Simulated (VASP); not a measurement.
# BH3N in VASP: notebook

The runs below take BH3N through single point, with PBE.

Program: VASP 6.6.1. These are calculated values, not measurements. Logs are shortened: lines on timing, memory, paths and dates and some standing lists are left out, and cuts for length are marked.

## Step 1: The cell of the first run

The cell holds a wire with vacuum, 20 atoms: a = 13.500 Å, b = 13.200 Å, c = 4.225 Å, α = 90.00°, β = 90.00°, γ = 90.00°.

## Step 2: Single point, PBE

INCAR reads:

```
ALGO     = Normal         # electronic algorithm
EDIFF    = 1E-7           # SCF threshold, eV
ENCUT    = 520            # plane-wave cutoff, eV
GGA      = PE             # functional
ISIF     = 2              # what is computed and relaxed
ISMEAR   = 0              # smearing method
LASPH    = True           # aspherical terms in the spheres
LCHARG   = False          # write CHGCAR
LREAL    = Auto         
LWAVE    = False          # write WAVECAR
NBANDS   = 38             # bands
NELM     = 100            # most SCF steps
PREC     = Accurate       # precision mode
SIGMA    = 0.05           # smearing width, eV
```

KPOINTS reads:

```
k-points
0
Gamma
  1 1 8
```

POSCAR reads:

```
BH3N
1.0
   13.5000000000      0.0000000000      0.0000000000
    0.0000000000     13.2000000000      0.0000000000
    0.0000000000      0.0000000000      4.2245145343
B N H
4 4 12
Direct
    0.5000000000      0.5067221236      0.9998058547
    0.5000000000      0.3949882216      0.4998058547
    0.4053859224      0.5625890746      0.4998058547
    0.5946140776      0.5625890746      0.4998058547
    0.5000000000      0.5067221236      0.6251941453
    0.5000000000      0.3949882216      0.1251941453
    0.4053859224      0.5625890746      0.1251941453
    0.5946140776      0.5625890746      0.1251941453
    0.4281545723      0.3525655179      0.5950197551
    0.5718454277      0.3525655179      0.5950197551
    0.3335404947      0.5201663708      0.5950197551
    0.4053859224      0.6474344821      0.5950197551
    0.6664595053      0.5201663708      0.5950197551
    0.5946140776      0.6474344821      0.5950197551
    0.4384182048      0.3586259041      0.0435822307
    0.5615817952      0.3586259041      0.0435822307
    0.3438041272      0.5262267571      0.0435822307
    0.4053859224      0.6353137096      0.0435822307
    0.6561958728      0.5262267571      0.0435822307
    0.5946140776      0.6353137096      0.0435822307
```

Potentials or basis: VASP PAW PBE potentials, release 64 (B, N, H).

Launch:

```bash
$ cat potpaw_PBE.64/B/POTCAR potpaw_PBE.64/N/POTCAR potpaw_PBE.64/H/POTCAR > POTCAR
$ mpirun -np 1 vasp_std > vasp.out
```

OUTCAR:

```text
EDIFF = 1E-7
   ENCUT = 520
   GGA = PE
   ISIF = 2
   ISMEAR = 0
   LASPH = True
   LREAL = Auto
   NELM = 100
   PREC = Accurate

 ion  position               nearest neighbor table
   1  0.500  0.507  1.000-   7 1.57   8 1.57   6 1.57   5 1.58
   2  0.500  0.395  0.500-   9 1.19  10 1.19   5 1.57   6 1.58
   3  0.405  0.563  0.500-  12 1.19  11 1.19   5 1.57   7 1.58
   4  0.595  0.563  0.500-  14 1.19  13 1.19   5 1.57   8 1.58
   5  0.500  0.507  0.625-   3 1.57   4 1.57   2 1.57   1 1.58
   6  0.500  0.395  0.125-  15 1.02  16 1.02   1 1.57   2 1.58
   7  0.405  0.563  0.125-  18 1.02  17 1.02   1 1.57   3 1.58
   8  0.595  0.563  0.125-  20 1.02  19 1.02   1 1.57   4 1.58
   9  0.428  0.353  0.595-   2 1.19
  10  0.572  0.353  0.595-   2 1.19
  11  0.334  0.520  0.595-   3 1.19
  12  0.405  0.647  0.595-   3 1.19
  13  0.666  0.520  0.595-   4 1.19
  14  0.595  0.647  0.595-   4 1.19
  15  0.438  0.359  0.044-   6 1.02
  16  0.562  0.359  0.044-   6 1.02
  17  0.344  0.526  0.044-   7 1.02
  18  0.405  0.635  0.044-   7 1.02
  19  0.656  0.526  0.044-   8 1.02
  20  0.595  0.635  0.044-   8 1.02

  LATTYP: Found a simple orthorhombic cell.
 ALAT       =     4.2245145343
 B/A-ratio  =     3.1246193836
 C/A-ratio  =     3.1956334605

  Lattice vectors:

 A1 = (   0.0000000000,   0.0000000000,  -4.2245145343)
 A2 = (   0.0000000000,  13.2000000000,   0.0000000000)
 A3 = (  13.5000000000,   0.0000000000,   0.0000000000)

Analysis of symmetry for initial positions (statically):
=====================================================================
 Subroutine PRICEL returns:
 Original cell was already a primitive cell.

 Routine SETGRP: Setting up the symmetry group for a
 simple orthorhombic supercell.

 Subroutine GETGRP returns: Found  2 space group operations
 (whereof  2 operations were pure point group operations)
 out of a pool of  8 trial point group operations.

The static configuration has the point symmetry C_1h.

Analysis of symmetry for dynamics (positions and initial velocities):
=====================================================================
 Subroutine PRICEL returns:
 Original cell was already a primitive cell.

 Routine SETGRP: Setting up the symmetry group for a
 simple orthorhombic supercell.

 Subroutine GETGRP returns: Found  2 space group operations
 (whereof  2 operations were pure point group operations)
 out of a pool of  8 trial point group operations.

The dynamic configuration has the point symmetry C_1h.

 Subroutine INISYM returns: Found  2 space group operations
 (whereof  2 operations are pure point group operations),
 and found     1 'primitive' translations

----------------------------------------------------------------------------------------

                                     Primitive cell

  volume of cell :     752.8085

  direct lattice vectors                    reciprocal lattice vectors
    13.500000000  0.000000000  0.000000000     0.074074074  0.000000000  0.000000000
     0.000000000 13.200000000  0.000000000     0.000000000  0.075757576  0.000000000
     0.000000000  0.000000000  4.224514534     0.000000000  0.000000000  0.236713590

  length of vectors
    13.500000000 13.200000000  4.224514534     0.074074074  0.075757576  0.236713590

  position of ions in fractional coordinates (direct lattice)
     0.500000000  0.506722124  0.999805855
     0.500000000  0.394988222  0.499805855
     0.405385922  0.562589075  0.499805855
     0.594614078  0.562589075  0.499805855
     0.500000000  0.506722124  0.625194145
     0.500000000  0.394988222  0.125194145
[... 12 lines left out ...]
     0.656195873  0.526226757  0.043582231
     0.594614078  0.635313710  0.043582231

  ion indices of the primitive-cell ions
   primitive index   ion index
                 1           1
                 2           2
                 3           3
                 4           4
                 5           5
                 6           6
[... 12 lines left out ...]
                19          19
                20          20

----------------------------------------------------------------------------------------

 KPOINTS: k-points

Automatic generation of k-mesh.
 Grid dimensions read from file:
 generate k-points for:    1    1    8

 Generating k-lattice:

  Cartesian coordinates                     Fractional coordinates (reciprocal lattice)
     0.074074074  0.000000000  0.000000000     1.000000000  0.000000000  0.000000000
     0.000000000  0.075757576  0.000000000     0.000000000  1.000000000  0.000000000
     0.000000000  0.000000000  0.029589199     0.000000000  0.000000000  0.125000000

  Length of vectors
     0.074074074  0.075757576  0.029589199

  Shift w.r.t. Gamma in fractional coordinates (k-lattice)
     0.000000000  0.000000000  0.000000000

 Subroutine IBZKPT returns following result:
 ===========================================

 Found      5 irreducible k-points:

 Following reciprocal coordinates:
            Coordinates               Weight
  0.000000  0.000000  0.000000      1.000000
  0.000000  0.000000  0.125000      2.000000
  0.000000  0.000000  0.250000      2.000000
  0.000000  0.000000  0.375000      2.000000
  0.000000  0.000000  0.500000      1.000000
   k-points           NKPTS =      5   k-points in BZ     NKDIM =      5   number of bands    NBANDS=     38
   number of dos      NEDOS =    301   number of ions     NIONS =     20
   total plane-waves  NPLWV = 313600
   dimension x,y,z NGX =   100 NGY =   98 NGZ =   32
   dimension x,y,z NGXF=   200 NGYF=  196 NGZF=   64
   ions per type =               4   4  12
   NGX,Y,Z   is equivalent  to a cutoff of  12.31, 12.34, 12.59 a.u.
   NGXF,Y,Z  is equivalent  to a cutoff of  24.63, 24.69, 25.19 a.u.
 SYSTEM =  unknown system
   PREC   = accura    normal or accurate (medium, high low for compatibility)
   ISTART =      0    job   : 0-new  1-cont  2-samecut
   ICHARG =      2    charge: 1-file 2-atom 10-const
   ISPIN  =      1    spin polarized calculation?
   LNONCOLLINEAR =      F non collinear calculations
   LSORBIT =      F    spin-orbit coupling
   LASPH  =      T    aspherical Exc in radial PAW
   ENCUT  =  520.0 eV  38.22 Ry    6.18 a.u.  25.10 24.54  7.85*2*pi/ulx,y,z
   NELM   =    100;   NELMIN=  2; NELMDL= -5     # of ELM steps
   EDIFF  = 0.1E-06   stopping-criterion for ELM
   LREAL  =      T    real-space projection
   EDIFFG = 0.1E-05   stopping-criterion for IOM
   NSW    =      0    number of steps for IOM
   IBRION =     -1    ionic relax: 0-MD 1-quasi-New 2-CG
   NFREE  =      0    steps in history (QN), initial steepest desc. (CG)
   ISIF   =      2    stress and relaxation
   ISYM   =      2    0-nonsym 1-usesym 2-fastsym
   POTIM  = 0.5000    time-step for ionic-motion
   TEBEG  =    0.0;   TEEND  =   0.0 temperature during run
   PSTRESS=    0.0 pullay stress
   NELECT =      44.0000    total number of electrons
   NUPDOWN=      -1.0000    fix difference up-down
   EMIN   =  10.00;   EMAX   =-10.00  energy-range for DOS
   EFERMI =   0.00;   METHOD = LEGACY
   ISMEAR =     0;   SIGMA  =   0.05  broadening in eV -4-tet -1-fermi 0-gaus
   EFERMI_NEDOS =   21; number of points for ismear=-14 and -15
   IALGO  =     38    algorithm
   IMIX   =      4    mixing-type and parameters
     AMIX     =   0.40;   BMIX     =  1.00
     AMIX_MAG =   1.60;   BMIX_MAG =  1.00
  volume/ion in A,a.u.               =      37.64       254.01
  Fermi-wavevector in a.u.,A,eV,Ry     =   0.635327  1.200595  5.491867  0.403641
  Thomas-Fermi vector in A             =   1.699623
   LORBIT       =      0    0 simple, 1 ext, 2 COOP (PROOUT), +10 PAW based schemes
   GGA     = PE    functional components
   LHFCALC =     F    Hartree Fock is set to
   AEXX    =    0.0000 exact exchange contribution
   IVDW    =     0    specifies the selected vdW correction
   LEPSILON=     F    determine dielectric tensor
   LRPA    =     F    only Hartree local field effects (RPA)
 non-spin polarized calculation
 Gauss-broadening in eV      SIGMA  =   0.05
  energy-cutoff  :      520.00
  volume of cell :      752.81
 maximum number of plane-waves:     20316
   NGX = 51   NGY = 49   NGZ = 15

 number of electron      43.9999989 magnetization

 Free energy of the ion-electron system (eV)
  ---------------------------------------------------
  ext. energy  EPLUGINS =         0.00000000
  ---------------------------------------------------
  free energy    TOTEN  =      -108.53654019 eV

  energy without entropy =     -108.53654019  energy(sigma->0) =     -108.53654019

 E-fermi :  -4.5982     XC(G=0):  -2.2272

 val. band max:       -4.8813666330   @ k =   0.0000   0.0000   0.0000
 cond. band min:      -0.1303848045   @ k =   0.0000   0.0000   0.0000
 fundamental gap:      4.7509818285
 Fermi energy:        -4.5982469301

 k-point     1 :       0.0000    0.0000    0.0000
  band No.  band energies     occupation
      1     -22.7943      2.00000
      2     -21.3621      2.00000
      3     -21.3614      2.00000
      4     -18.9777      2.00000
      5     -12.7962      2.00000
      6     -12.7956      2.00000
[... 26 lines left out ...]
     33       2.7710      0.00000
     34       2.8326      0.00000

 k-point     2 :       0.0000    0.0000    0.1250
  band No.  band energies     occupation
      1     -22.7472      2.00000
      2     -21.3511      2.00000
      3     -21.3504      2.00000
      4     -19.1046      2.00000
      5     -13.0153      2.00000
      6     -12.7616      2.00000
[... 26 lines left out ...]
     33       2.8918      0.00000
     34       2.9457      0.00000

 k-point     3 :       0.0000    0.0000    0.2500
  band No.  band energies     occupation
      1     -22.6227      2.00000
      2     -21.3241      2.00000
      3     -21.3234      2.00000
      4     -19.4117      2.00000
      5     -13.1808      2.00000
      6     -12.6752      2.00000
[... 26 lines left out ...]
     33       3.1515      0.00000
     34       3.2058      0.00000

 k-point     4 :       0.0000    0.0000    0.3750
  band No.  band energies     occupation
      1     -22.4778      2.00000
      2     -21.2966      2.00000
      3     -21.2959      2.00000
      4     -19.7269      2.00000
      5     -13.1759      2.00000
      6     -12.5900      2.00000
[... 26 lines left out ...]
     33       3.2674      0.00000
     34       3.3036      0.00000

 k-point     5 :       0.0000    0.0000    0.5000
  band No.  band energies     occupation
      1     -22.4095      2.00000
      2     -21.2851      2.00000
      3     -21.2844      2.00000
      4     -19.8625      2.00000
      5     -13.1454      2.00000
      6     -12.5782      2.00000
[... 26 lines left out ...]
     33       3.1262      0.00000
     34       3.3618      0.00000
 [bands above 34 left out]

------------------------ aborting loop because EDIFF is reached ----------------------------------------

  FORCE on cell =-STRESS in cart. coord.  units (eV):
  Direction    XX          YY          ZZ          XY          YZ          ZX
  --------------------------------------------------------------------------------------
  -------------------------------------------------------------------------------------
  Total        2.3743418      2.3741446      9.2361934      0.0000000     -0.0003870      0.0000000
  in kB        5.0532329      5.0528131     19.6570840      0.0000000     -0.0008237      0.0000000
  external PRESSURE =       9.9210434 kB  Pullay stress =       0.0000000 kB

 VOLUME and BASIS-vectors are now :
 -----------------------------------------------------------------------------
  energy-cutoff  :      520.00
  volume of cell :      752.81
      direct lattice vectors                 reciprocal lattice vectors
    13.500000000  0.000000000  0.000000000     0.074074074  0.000000000  0.000000000
     0.000000000 13.200000000  0.000000000     0.000000000  0.075757576  0.000000000
     0.000000000  0.000000000  4.224514534     0.000000000  0.000000000  0.236713590

 POSITION                                       TOTAL-FORCE (eV/Angst)
 -----------------------------------------------------------------------------------
      6.75000      6.68873      4.22369         0.000000      0.000621     -1.829348
      6.75000      5.21384      2.11144         0.000000      0.309216      0.235906
      5.47271      7.42618      2.11144         0.271012     -0.154362      0.235884
      8.02729      7.42618      2.11144        -0.271012     -0.154362      0.235884
      6.75000      6.68873      2.64114         0.000000     -0.001364     -0.049070
      6.75000      5.21384      0.52888         0.000000      0.904854      1.130356
[... 12 lines left out ...]
      8.85864      6.94619      0.18411         0.021740      0.322001     -0.294612
      8.02729      8.38614      0.18411         0.289266     -0.141657     -0.294649
 -----------------------------------------------------------------------------------
    total drift:                                0.000000     -0.002047     -0.001465

  FREE ENERGIE OF THE ION-ELECTRON SYSTEM (eV)
  ---------------------------------------------------
  free  energy   TOTEN  =      -108.5365401870 eV

  energy  without entropy=     -108.5365401870  energy(sigma->0) =     -108.53654019
```

It took 2.5 min on 1 thread of Intel Xeon 6975P-C (Granite Rapids), shared host; peak memory 0.66 GiB.

Results:

```yaml
Free_energy: -108.5365 eV
Largest_force: 1.829 eV/Å
Band_gap_on_the_k_mesh: 4.75 eV, direct
```

Forces in eV/Å, atoms in the order of the input:
```
B    0.000  0.001 -1.829
B    0.000  0.309  0.236
B    0.271 -0.154  0.236
B   -0.271 -0.154  0.236
N    0.000 -0.001 -0.049
N    0.000  0.905  1.130
N    0.784 -0.453  1.130
N   -0.784 -0.453  1.130
H   -0.727 -0.462 -0.075
H    0.727 -0.462 -0.075
H   -0.763 -0.398 -0.075
H   -0.037  0.859 -0.075
H    0.763 -0.398 -0.075
H    0.037  0.859 -0.075
H    0.267 -0.179 -0.295
H   -0.267 -0.179 -0.295
H   -0.022  0.322 -0.295
H   -0.289 -0.142 -0.295
H    0.022  0.322 -0.295
H    0.289 -0.142 -0.295
```

Levels at points of the mesh, in eV from the valence-band top:
```
           k point  band 18  band 19  band 20  band 21  band 22  band 23  band 24  band 25  band 26  band 27
(0.00, 0.00, 0.00)    -1.70    -1.57    -0.01    -0.01     0.00     4.75     5.53     5.55     5.71     5.91
(0.00, 0.00, 0.50)    -1.53    -1.53    -0.79    -0.79    -0.65     5.54     6.48     6.49     7.18     7.19
```

[end of part 1 of 2]
